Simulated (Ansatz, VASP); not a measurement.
## Two plane-wave programs on CsGd2

```
Cs Gd
1.0
     6.51789    0.00000    0.00000
    -3.25894    5.64466    0.00000
     0.00000    0.00000    3.59613
Cs Gd
1 2
Direct
  0.00000 0.00000 0.00000
  0.33333 0.66667 0.50000
  0.66667 0.33333 0.50000
```

Change from the starting cell: species swapped into the TbCd2 type (P6/mmm, No. 191).

Alike in both runs: functional PBE; k mesh 6 × 6 × 4; occupations gaussian, width 0.1 eV; collinear spin.

Ansatz relaxed the structure, and its values are those at the end. VASP's run is a single point on that final structure, the one shown.

```csv
,VASP,Ansatz
version,VASP 6.6.1,Ansatz 0.2.0
potentials or method,"VASP PAW PBE potentials, release 64 (Cs_sv, Gd), cutoff 520 eV","scalar-relativistic, plane waves, PAW"
valence electrons in the cell,45,45
```

|  | VASP | Ansatz | Ansatz less VASP |
| --- | --- | --- | --- |
| gap on the k mesh at the Fermi level (eV) | none | none | - |
| pressure (GPa) | 0.0 | 0.0 | +0.07 |
| net moment per atom (μB) | 5.40 | 5.40 | -0.002 |
| size of the moment on the site where the two differ most (μB) | 7.06 | 7.47 | +0.416 |

Site moments also hang on the region over which each program counts them. A gap of «none» marks a metal or a gap that the smearing closes.

The k mesh is coarse, so the values compare programs but aren't converged. Neither program's run includes spin-orbit coupling.
